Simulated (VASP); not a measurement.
Be, 1 atom in the cell. It takes space group P6/mmm (No. 191, hexagonal). Conventional cell: a = 2.072 Å, b = 2.072 Å, c = 2.250 Å, α = 90.00°, β = 90.00°, γ = 120.00°. Within 2.7 Å of Be (site symmetry 6/mmm) lie 8 Be at 2.07 to 2.25 Å. This isn't the form of Be at room conditions, which is hcp.

- Program: VASP 6.6.1
- Task: single point
- Functional: PBEsol
- Potentials or basis: VASP PAW PBE potentials, release 64 (Be)
- Cutoff: 520 eV
- k mesh: 21 × 21 × 19
- Occupations: fermi-dirac, width 0.08 eV
- Spin: no spin polarisation
- Dipole correction: no
- Further INCAR settings: ALGO = Normal; EDIFF = 1e-07; NBANDS = 7

Potentials or basis: VASP PAW PBE potentials, release 64 (Be).

The run is started by

```sh
$ cat potpaw_PBE.64/Be/POTCAR > POTCAR
$ mpirun -np 1 vasp_std > vasp.out
```

Hardware: 1 thread of Intel Xeon 8259CL, on a shared host.

How long does it take, and how much memory?

It took 24 s on 1 thread of Intel Xeon 8259CL, with other jobs on the host, peak memory 0.13 GiB. Counts: scf iterations 10, k points 480.
